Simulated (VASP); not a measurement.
# Ir (I4_1/amd) in VASP: notebook

Ir is run at these levels: PBE; tasks: single point.

Program: VASP 6.6.1. These are calculated values, not measurements. Logs are shortened: lines on timing, memory, paths and dates and some standing lists are left out, and cuts for length are marked.

## 1. The cell of the first run

It takes space group I4_1/amd (No. 141, tetragonal). Conventional cell: a = 4.306 Å, b = 4.306 Å, c = 2.375 Å, α = 90.00°, β = 90.00°, γ = 90.00°. Within 3.0 Å of Ir (site symmetry -4m2) lie 10 Ir at 2.23 to 2.79 Å.

## 2. Single point, PBE

Input file INCAR:

```
SYSTEM = Ir
PREC = Accurate
ENCUT = 520
EDIFF = 1E-7
ISMEAR = -1
SIGMA = 0.05
LREAL = .False.
LASPH = .True.
NELM = 80
ALGO = Normal
ISIF = 2
LWAVE = .False.
LCHARG = .True.
GGA = PE
LELF = .True.
LVHAR = .True.
NBANDS = 16
```

Input file KPOINTS:

```
regular mesh
0
Gamma
  18 18 18
  0 0 0
```

Input file POSCAR:

```
Ir
1.0
   -2.1530115808      2.1530115808      1.1875903657
    2.1530115808     -2.1530115808      1.1875903657
    2.1530115808      2.1530115808     -1.1875903657
Ir
2
Direct
   -0.3750000000     -0.1250000000     -0.2500000000
    0.3750000000      0.1250000000      0.2500000000
```

Potentials or basis: VASP PAW PBE potentials, release 64 (Ir).

Run with:

```sh
$ cat potpaw_PBE.64/Ir/POTCAR > POTCAR
$ mpirun -np 1 vasp_std > vasp.out
```

OUTCAR:

```text
SYSTEM = Ir
   PREC = Accurate
   ENCUT = 520
   EDIFF = 1E-7
   ISMEAR = -1
   LREAL = .False.
   LASPH = .True.
   NELM = 80
   ISIF = 2
   GGA = PE

 ion  position               nearest neighbor table
   1  0.625  0.875  0.750-   2 2.23   2 2.23   2 2.23   2 2.23   2 2.79   2 2.79   2 2.79   2 2.79

   2  0.375  0.125  0.250-   1 2.23   1 2.23   1 2.23   1 2.23   1 2.79   1 2.79   1 2.79   1 2.79

  LATTYP: Found a body centered tetragonal cell.
 ALAT       =     4.3060231616
 C/A-ratio  =     0.5515949734

  Lattice vectors:

 A1 = (  -2.1530115808,   2.1530115808,   1.1875903657)
 A2 = (   2.1530115808,  -2.1530115808,   1.1875903657)
 A3 = (   2.1530115808,   2.1530115808,  -1.1875903657)

Analysis of symmetry for initial positions (statically):
=====================================================================
 Subroutine PRICEL returns:
 Original cell was already a primitive cell.

 Routine SETGRP: Setting up the symmetry group for a
 body centered tetragonal supercell.

 Subroutine GETGRP returns: Found 16 space group operations
 (whereof  4 operations were pure point group operations)
 out of a pool of 16 trial point group operations.

The static configuration has the point symmetry C_2h.
 The point group associated with its full space group is D_4h.

Analysis of symmetry for dynamics (positions and initial velocities):
=====================================================================
 Subroutine PRICEL returns:
 Original cell was already a primitive cell.

 Routine SETGRP: Setting up the symmetry group for a
 body centered tetragonal supercell.

 Subroutine GETGRP returns: Found 16 space group operations
 (whereof  4 operations were pure point group operations)
 out of a pool of 16 trial point group operations.

The dynamic configuration has the point symmetry C_2h.
 The point group associated with its full space group is D_4h.

 Subroutine INISYM returns: Found 16 space group operations
 (whereof  4 operations are pure point group operations),
 and found     1 'primitive' translations

----------------------------------------------------------------------------------------

                                     Primitive cell

  volume of cell :      22.0201

  direct lattice vectors                    reciprocal lattice vectors
    -2.153011581  2.153011581  1.187590366     0.000000000  0.232232843  0.421020593
     2.153011581 -2.153011581  1.187590366     0.232232843  0.000000000  0.421020593
     2.153011581  2.153011581 -1.187590366     0.232232843  0.232232843  0.000000000

  length of vectors
     3.268224076  3.268224076  3.268224076     0.480822663  0.480822663  0.328426836

  position of ions in fractional coordinates (direct lattice)
     0.625000000  0.875000000  0.750000000
     0.375000000  0.125000000  0.250000000

  ion indices of the primitive-cell ions
   primitive index   ion index
                 1           1
                 2           2

----------------------------------------------------------------------------------------

 KPOINTS: regular mesh

Automatic generation of k-mesh.
 Grid dimensions read from file:
 generate k-points for:   18   18   18

 Generating k-lattice:

  Cartesian coordinates                     Fractional coordinates (reciprocal lattice)
     0.000000000  0.012901825  0.023390033     0.055555556  0.000000000  0.000000000
     0.012901825  0.000000000  0.023390033     0.000000000  0.055555556  0.000000000
     0.012901825  0.012901825  0.000000000     0.000000000  0.000000000  0.055555556

  Length of vectors
     0.026712370  0.026712370  0.018245935

  Shift w.r.t. Gamma in fractional coordinates (k-lattice)
     0.000000000  0.000000000  0.000000000

 Subroutine IBZKPT returns following result:
 ===========================================

 Found    480 irreducible k-points:

 Following reciprocal coordinates:
            Coordinates               Weight
  0.000000  0.000000  0.000000      1.000000
  0.055556  0.000000 -0.000000      8.000000
  0.111111  0.000000 -0.000000      8.000000
  0.166667  0.000000 -0.000000      8.000000
  0.222222  0.000000  0.000000      8.000000
  0.277778  0.000000  0.000000      8.000000
[... 16 lines left out ...]
 -0.277778  0.055556  0.000000     16.000000
 -0.222222  0.055556  0.000000     16.000000
 [... further k-points ...]
   k-points           NKPTS =    480   k-points in BZ     NKDIM =    480   number of bands    NBANDS=     16
   number of dos      NEDOS =    301   number of ions     NIONS =      2
   total plane-waves  NPLWV =  13824
   dimension x,y,z NGX =    24 NGY =   24 NGZ =   24
   dimension x,y,z NGXF=    48 NGYF=   48 NGZF=   48
   ions per type =               2
   NGX,Y,Z   is equivalent  to a cutoff of  12.21, 12.21, 12.21 a.u.
   NGXF,Y,Z  is equivalent  to a cutoff of  24.42, 24.42, 24.42 a.u.
 SYSTEM =  Ir
   PREC   = accura    normal or accurate (medium, high low for compatibility)
   ISTART =      0    job   : 0-new  1-cont  2-samecut
   ICHARG =      2    charge: 1-file 2-atom 10-const
   ISPIN  =      1    spin polarized calculation?
   LNONCOLLINEAR =      F non collinear calculations
   LSORBIT =      F    spin-orbit coupling
   LASPH  =      T    aspherical Exc in radial PAW
   ENCUT  =  520.0 eV  38.22 Ry    6.18 a.u.   6.08  6.08  6.08*2*pi/ulx,y,z
   NELM   =     80;   NELMIN=  2; NELMDL= -5     # of ELM steps
   EDIFF  = 0.1E-06   stopping-criterion for ELM
   LREAL  =      F    real-space projection
   EDIFFG = 0.1E-05   stopping-criterion for IOM
   NSW    =      0    number of steps for IOM
   IBRION =     -1    ionic relax: 0-MD 1-quasi-New 2-CG
   NFREE  =      0    steps in history (QN), initial steepest desc. (CG)
   ISIF   =      2    stress and relaxation
   ISYM   =      2    0-nonsym 1-usesym 2-fastsym
   POTIM  = 0.5000    time-step for ionic-motion
   TEBEG  =    0.0;   TEEND  =   0.0 temperature during run
   PSTRESS=    0.0 pullay stress
   NELECT =      18.0000    total number of electrons
   NUPDOWN=      -1.0000    fix difference up-down
   EMIN   =  10.00;   EMAX   =-10.00  energy-range for DOS
   EFERMI =   0.00;   METHOD = LEGACY
   ISMEAR =    -1;   SIGMA  =   0.05  broadening in eV -4-tet -1-fermi 0-gaus
   EFERMI_NEDOS =   21; number of points for ismear=-14 and -15
   IALGO  =     38    algorithm
   IMIX   =      4    mixing-type and parameters
     AMIX     =   0.40;   BMIX     =  1.00
     AMIX_MAG =   1.60;   BMIX_MAG =  1.00
  volume/ion in A,a.u.               =      11.01        74.30
  Fermi-wavevector in a.u.,A,eV,Ry     =   1.530709  2.892620 31.879389  2.343069
  Thomas-Fermi vector in A             =   2.638154
   LORBIT       =      0    0 simple, 1 ext, 2 COOP (PROOUT), +10 PAW based schemes
   GGA     = PE    functional components
   LHFCALC =     F    Hartree Fock is set to
   AEXX    =    0.0000 exact exchange contribution
   IVDW    =     0    specifies the selected vdW correction
   LEPSILON=     F    determine dielectric tensor
   LRPA    =     F    only Hartree local field effects (RPA)
 non-spin polarized calculation
  energy-cutoff  :      520.00
  volume of cell :       22.02
 maximum number of plane-waves:       608
   NGX = 13   NGY = 13   NGZ = 13

 number of electron      18.0000003 magnetization

 Free energy of the ion-electron system (eV)
  ---------------------------------------------------
  ext. energy  EPLUGINS =         0.00000000
  ---------------------------------------------------
  free energy    TOTEN  =       -10.28254706 eV

  energy without entropy =      -10.27218869  energy(sigma->0) =      -10.27736787

 E-fermi :  15.1000     XC(G=0): -15.4010

 val. band max:       15.0989130650   @ k =  -0.2222   0.2778   0.2222
 cond. band min:      15.1026718863   @ k =  -0.4444   0.2778   0.0000
 fundamental gap:      0.0037588213
 Fermi energy:        15.0999678823

 k-point     1 :       0.0000    0.0000    0.0000
  band No.  band energies     occupation
      1       1.5598      2.00000
      2       3.4623      2.00000
      3       5.5660      2.00000
      4       6.6250      2.00000
      5       7.6973      2.00000
      6      13.3191      2.00000
[... 8 lines left out ...]
     15      33.3687      0.00000
     16      35.9821      0.00000

 k-point     2 :       0.0556    0.0000   -0.0000
  band No.  band energies     occupation
      1       1.7388      2.00000
      2       3.5570      2.00000
      3       5.6076      2.00000
      4       6.8456      2.00000
      5       7.8197      2.00000
      6      12.2491      2.00000
[... 8 lines left out ...]
     15      33.7127      0.00000
     16      35.7996      0.00000

 k-point     3 :       0.1111    0.0000   -0.0000
  band No.  band energies     occupation
      1       2.2518      2.00000
      2       3.8337      2.00000
      3       5.7481      2.00000
      4       7.4326      2.00000
      5       8.1543      2.00000
      6      10.9964      2.00000
[... 8 lines left out ...]
     15      34.6753      0.00000
     16      35.2403      0.00000

 k-point     4 :       0.1667    0.0000   -0.0000
  band No.  band energies     occupation
      1       3.0224      2.00000
      2       4.2631      2.00000
      3       5.9619      2.00000
      4       8.0345      2.00000
      5       8.7261      2.00000
      6       9.8048      2.00000
[... 8 lines left out ...]
     15      34.2904      0.00000
     16      34.8133      0.00000
[... 324 lines left out ...]
 k-point    22 :      -0.3333    0.0556    0.0000
  band No.  band energies     occupation
      1       4.8443      2.00000
      2       5.2634      2.00000
      3       6.2510      2.00000
      4       8.3474      2.00000
      5       8.9055      2.00000
      6       9.8868      2.00000
[... 8 lines left out ...]
     15      32.7985      0.00000
     16      33.0201      0.00000

 k-point    23 :      -0.2778    0.0556    0.0000
  band No.  band energies     occupation
      1       4.1684      2.00000
      2       4.9707      2.00000
      3       6.2171      2.00000
      4       8.1767      2.00000
      5       8.8853      2.00000
      6       9.7182      2.00000
[... 8 lines left out ...]
     15      32.9297      0.00000
     16      33.2545      0.00000

 k-point    24 :      -0.2222    0.0556    0.0000
  band No.  band energies     occupation
      1       3.2920      2.00000
      2       4.4851      2.00000
      3       6.1103      2.00000
      4       7.8153      2.00000
      5       8.5302      2.00000
      6      10.0957      2.00000
[... 8 lines left out ...]
     15      33.9884      0.00000
     16      34.3441      0.00000

 [... further k-points ...]

------------------------ aborting loop because EDIFF is reached ----------------------------------------

  FORCE on cell =-STRESS in cart. coord.  units (eV):
  Direction    XX          YY          ZZ          XY          YZ          ZX
  --------------------------------------------------------------------------------------
  -------------------------------------------------------------------------------------
  Total       36.8704149     36.8704149     37.5279443     -0.0000000      0.0000000      0.0000000
  in kB     2682.6821439   2682.6821439   2730.5238202     -0.0000000      0.0000000      0.0000000
  external PRESSURE =    2698.6293693 kB  Pullay stress =       0.0000000 kB

 VOLUME and BASIS-vectors are now :
 -----------------------------------------------------------------------------
  energy-cutoff  :      520.00
  volume of cell :       22.02
      direct lattice vectors                 reciprocal lattice vectors
    -2.153011581  2.153011581  1.187590366     0.000000000  0.232232843  0.421020593
     2.153011581 -2.153011581  1.187590366     0.232232843  0.000000000  0.421020593
     2.153011581  2.153011581 -1.187590366     0.232232843  0.232232843  0.000000000

 POSITION                                       TOTAL-FORCE (eV/Angst)
 -----------------------------------------------------------------------------------
      2.15301      1.07651      0.89069         0.000000      0.000000     -0.000000
     -0.00000      1.07651      0.29690        -0.000000     -0.000000      0.000000
 -----------------------------------------------------------------------------------
    total drift:                               -0.000000      0.000000      0.000000

  FREE ENERGIE OF THE ION-ELECTRON SYSTEM (eV)
  ---------------------------------------------------
  free  energy   TOTEN  =       -10.2825470596 eV

  energy  without entropy=      -10.2721886877  energy(sigma->0) =      -10.27736787
```

Run time: 3 min. Hardware: 1 thread of Intel Xeon 8259CL, shared host; peak memory 0.26 GiB.

What came out:

* Free energy: -10.2825 eV
* Pressure: 269.9 GPa
* Band gap on the k mesh: zero (bands 9 and 10 overlap by 4.66 eV)

Levels at points of the mesh, in eV from the Fermi level:
| k point | band 6 | band 7 | band 8 | band 9 | band 10 | band 11 | band 12 | band 13 |
| --- | --- | --- | --- | --- | --- | --- | --- | --- |
| (0.00, 0.00, 0.00) | -1.78 | -1.78 | -1.68 | -1.68 | 2.87 | 5.09 | 6.71 | 6.71 |
| (0.50, 0.00, 0.00) | -3.79 | -2.30 | -1.31 | 1.04 | 1.16 | 5.19 | 9.08 | 9.83 |
| (0.50, 0.50, 0.00) | -5.62 | -2.92 | -2.92 | 0.23 | 0.23 | 0.94 | 0.94 | 14.11 |
| (0.50, 0.50, 0.50) | -2.63 | -2.24 | -2.24 | -0.83 | -0.83 | -0.62 | -0.62 | 10.39 |

Caveat: the cell stands under pressure; spin-orbit coupling is left out, which moves the levels of the heavy elements.

## 3. Single point, PBE

Input file INCAR:

```
PREC = Accurate ; ENCUT = 520
EDIFF = 1E-6 ; ISMEAR = -1
SIGMA = 0.05 ; LREAL = F
LASPH = T ; NELM = 100
ALGO = Normal ; ISIF = 2
LWAVE = F ; LCHARG = F
GGA = PE ; NBANDS = 16
```

Input file KPOINTS:

```
Automatic mesh
0
Gamma
  18 18 18
```

Input file POSCAR:

```
Ir
1.0
   -2.1526689104      2.1526689104      1.1873512918
    2.1526689104     -2.1526689104      1.1873512918
    2.1526689104      2.1526689104     -1.1873512918
Ir
2
Direct
   -0.3750000000     -0.1250000000     -0.2500000000
    0.3750000000      0.1250000000      0.2500000000
```

Potentials or basis: VASP PAW PBE potentials, release 64 (Ir).

Run with:

```sh
$ cat potpaw_PBE.64/Ir/POTCAR > POTCAR
$ mpirun -np 1 vasp_std > vasp.out
```

OUTCAR:

```text
PREC = Accurate
   ENCUT = 520
   EDIFF = 1E-6
   ISMEAR = -1
   LREAL = F
   LASPH = T
   NELM = 100
   ISIF = 2
   GGA = PE

 ion  position               nearest neighbor table
   1  0.625  0.875  0.750-   2 2.23   2 2.23   2 2.23   2 2.23   2 2.79   2 2.79   2 2.79   2 2.79

   2  0.375  0.125  0.250-   1 2.23   1 2.23   1 2.23   1 2.23   1 2.79   1 2.79   1 2.79   1 2.79

  LATTYP: Found a body centered tetragonal cell.
 ALAT       =     4.3053378208
 C/A-ratio  =     0.5515717192

  Lattice vectors:

 A1 = (  -2.1526689104,   2.1526689104,   1.1873512918)
 A2 = (   2.1526689104,  -2.1526689104,   1.1873512918)
 A3 = (   2.1526689104,   2.1526689104,  -1.1873512918)

Analysis of symmetry for initial positions (statically):
=====================================================================
 Subroutine PRICEL returns:
 Original cell was already a primitive cell.

 Routine SETGRP: Setting up the symmetry group for a
 body centered tetragonal supercell.

 Subroutine GETGRP returns: Found 16 space group operations
 (whereof  4 operations were pure point group operations)
[... 162 lines left out ...]

  energy without entropy =      -10.25287495  energy(sigma->0) =      -10.25805107

 E-fermi :  15.1110     XC(G=0): -15.4042

 val. band max:       15.1098629614   @ k =  -0.2222   0.2778   0.2222
 cond. band min:      15.1134567406   @ k =  -0.4444   0.2778   0.0000
 fundamental gap:      0.0035937792
 Fermi energy:        15.1110103594

 k-point     1 :       0.0000    0.0000    0.0000
  band No.  band energies     occupation
      1       1.5653      2.00000
      2       3.4648      2.00000
      3       5.5707      2.00000
      4       6.6300      2.00000
      5       7.7027      2.00000
      6      13.3289      2.00000
[... 433 lines left out ...]
      3       6.1155      2.00000
      4       7.8214      2.00000
      5       8.5366      2.00000
      6      10.1025      2.00000
[... 8 lines left out ...]
     15      34.0041      0.00000
     16      34.3614      0.00000

 [... further k-points ...]

------------------------ aborting loop because EDIFF is reached ----------------------------------------

  FORCE on cell =-STRESS in cart. coord.  units (eV):
  Direction    XX          YY          ZZ          XY          YZ          ZX
  --------------------------------------------------------------------------------------
  -------------------------------------------------------------------------------------
  Total       36.9409771     36.9409771     37.6066869     -0.0000000     -0.0000000      0.0000000
  in kB     2689.2133788   2689.2133788   2737.6754330     -0.0000000     -0.0000000      0.0000000
  external PRESSURE =    2705.3673969 kB  Pullay stress =       0.0000000 kB

 VOLUME and BASIS-vectors are now :
 -----------------------------------------------------------------------------
  energy-cutoff  :      520.00
  volume of cell :       22.01
      direct lattice vectors                 reciprocal lattice vectors
    -2.152668910  2.152668910  1.187351292     0.000000000  0.232269811  0.421105366
     2.152668910 -2.152668910  1.187351292     0.232269811  0.000000000  0.421105366
     2.152668910  2.152668910 -1.187351292     0.232269811  0.232269811  0.000000000

 POSITION                                       TOTAL-FORCE (eV/Angst)
 -----------------------------------------------------------------------------------
      2.15267      1.07633      0.89051         0.000000     -0.000000      0.000000
      0.00000      1.07633      0.29684        -0.000000      0.000000     -0.000000
 -----------------------------------------------------------------------------------
    total drift:                               -0.000000      0.000000      0.000000

  FREE ENERGIE OF THE ION-ELECTRON SYSTEM (eV)
  ---------------------------------------------------
  free  energy   TOTEN  =       -10.2632271861 eV

  energy  without entropy=      -10.2528749522  energy(sigma->0) =      -10.25805107
```

OSZICAR:

```text
N       E                     dE             d eps       ncg     rms          rms(c)
DAV:   1     0.157394679602E+03    0.15739E+03   -0.85994E+03 15384   0.118E+03
DAV:   2    -0.752521357294E+01   -0.16492E+03   -0.15099E+03 15424   0.328E+02
DAV:   3    -0.109437578534E+02   -0.34185E+01   -0.33918E+01 20896   0.574E+01
DAV:   4    -0.109846945528E+02   -0.40937E-01   -0.40930E-01 18064   0.513E+00
DAV:   5    -0.109858109179E+02   -0.11164E-02   -0.11164E-02 21064   0.895E-01    0.469E+01
DAV:   6    -0.105091985032E+02    0.47661E+00   -0.11974E-01 19968   0.444E+00    0.262E+01
DAV:   7    -0.102673012242E+02    0.24190E+00   -0.12455E-01 21584   0.413E+00    0.106E+00
DAV:   8    -0.102632152511E+02    0.40860E-02   -0.12468E-02 19752   0.147E+00    0.783E-02
DAV:   9    -0.102632233615E+02   -0.81105E-05   -0.12733E-04 20240   0.105E-01    0.338E-02
DAV:  10    -0.102632266970E+02   -0.33355E-05   -0.96904E-06 20360   0.355E-02    0.436E-03
DAV:  11    -0.102632271861E+02   -0.48910E-06   -0.35911E-07 12216   0.658E-03
   1 F= -.10263227E+02 E0= -.10258051E+02  d E =-.103522E-01
```

stdout:

```text
POSCAR found type information on POSCAR Ir
 POSCAR found :  1 types and       2 ions
 scaLAPACK will be used
 LDA part: xc-table for (Slater+PW92), standard interpolation
 POSCAR, INCAR and KPOINTS ok, starting setup
 FFT: planning ... GRIDC
 FFT: planning ... GRID_SOFT
 FFT: planning ... GRID
 WAVECAR not read
 entering main loop
```

Wall time 3 min (1 thread of Intel Xeon 8259CL, shared host); peak memory 0.26 GiB.

What came out:

```
Free energy            : -10.2632 eV
Pressure               : 270.5 GPa
Band gap on the k mesh : zero (bands 9 and 10 overlap by 4.67 eV)
```

Levels at points of the mesh, in eV from the Fermi level:
```csv
k point,band 6,band 7,band 8,band 9,band 10,band 11,band 12,band 13
"(0.00, 0.00, 0.00)",-1.78,-1.78,-1.68,-1.68,2.87,5.10,6.72,6.72
"(0.50, 0.00, 0.00)",-3.80,-2.30,-1.31,1.04,1.16,5.20,9.08,9.84
"(0.50, 0.50, 0.00)",-5.63,-2.92,-2.92,0.23,0.23,0.94,0.94,14.11
"(0.50, 0.50, 0.50)",-2.63,-2.24,-2.24,-0.83,-0.83,-0.62,-0.62,10.40
```

Caveat: the cell stands under pressure; spin-orbit coupling is left out, which moves the levels of the heavy elements.
